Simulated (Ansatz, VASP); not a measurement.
## GeBr in VASP and in Ansatz

INCAR

```
  PREC = Accurate
  ENCUT = 520
  EDIFF = 1E-7
  ISMEAR = 0
  SIGMA = 0.1
  LREAL = F
  LASPH = T
  NELM = 60
  ALGO = Normal
  ISIF = 2
  LWAVE = F
  LCHARG = F
  GGA = PE
  NBANDS = 18
```

File KPOINTS:

```
Automatic mesh
0
Gamma
  6 6 4
```

The input POSCAR:

```
GeBr
1.0
    3.0846984800      0.0000000000      0.0000000000
   -1.5423492400      2.6714272500      0.0000000000
    0.0000000000      0.0000000000      6.6262064600
Ge Br
1 1
Direct
    0.0000000000      0.0000000000      0.0000000000
    0.0000000000      0.0000000000      0.5000000000
```

Input for Ansatz:

```yaml
crystal:
  lattice:
    - [3.08469848, 0.0, 0.0]
    - [-1.54234924, 2.67142725, 0.0]
    - [0.0, 0.0, 6.62620646]
  atoms:
    - { symbol: Ge, position: [0.0, 0.0, 0.0] }
    - { symbol: Br, position: [0.0, 0.0, 0.5] }
basis:
  ecutwfc: 420
kpoints:
  mp_grid: { grid: [6, 6, 4] }
hamiltonian:
  xc: pbe
scf:
  occupations: { method: gaussian, width: 0.1 }
  lower_state_search: "off"
output:
  forces: true
  stress: true
  eigenvalues: true
```

Alike in both runs: task single point; functional PBE; k mesh 6 × 6 × 4; occupations gaussian, width 0.1 eV; no spin polarisation.

|  | VASP | Ansatz |
| --- | --- | --- |
| version | VASP 6.6.1 | Ansatz 0.2.0 |
| potentials or method | VASP PAW PBE potentials, release 64 (Ge_d, Br), cutoff 520 eV | scalar-relativistic, plane waves, PAW |
| valence electrons in the cell | 21 | 21 |

Ansatz gave:

```
gap on the k mesh at the Fermi level (eV)                     : none
pressure (GPa)                                                : -2.0
traceless stress, the component that is largest in VASP (GPa) : -7.08
```

Q: Estimate VASP's values.

A: gap on the k mesh at the Fermi level (eV): none; pressure (GPa): -2.0; traceless stress, the component that is largest in VASP (GPa): -7.10.

A gap of «none» marks a metal or a gap that the smearing closes.

The k mesh is coarse, so the values compare programs but aren't converged.
